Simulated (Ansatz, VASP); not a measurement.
# One calculation of SrTiO3, two programs

```
Sr Ti O
1.0
     3.87879    0.00000    0.00000
     0.00000    3.87879    0.00000
     0.00000    0.00000    3.87879
Sr Ti O
1 1 3
Direct
  0.00000 0.00000 0.00000
  0.50000 0.50000 0.50000
  0.00000 0.50000 0.50000
  0.50000 0.00000 0.50000
  0.50000 0.50000 0.00000
```

Change from the starting cell: volume scaled by 0.98.

Alike in both runs: task single point; functional PBE; k mesh 7 × 7 × 7; occupations fermi-dirac, width 0.05 eV; no spin polarisation.

|  | VASP | Ansatz |
| --- | --- | --- |
| version | VASP 6.6.1 | Ansatz 0.2.0 |
| potentials or method | VASP PAW PBE potentials, release 64 (Sr_sv, Ti_sv, O), cutoff 520 eV | all-electron LAPW, scalar-relativistic |

Ansatz gave:

```
gap on the k mesh at the Fermi level (eV) : 1.99
pressure (GPa)                            : 8.3
```

Estimate VASP's values.

gap on the k mesh at the Fermi level (eV): 1.96; pressure (GPa): 9.0.

Ansatz ran all-electron here, and VASP with PAW potentials.
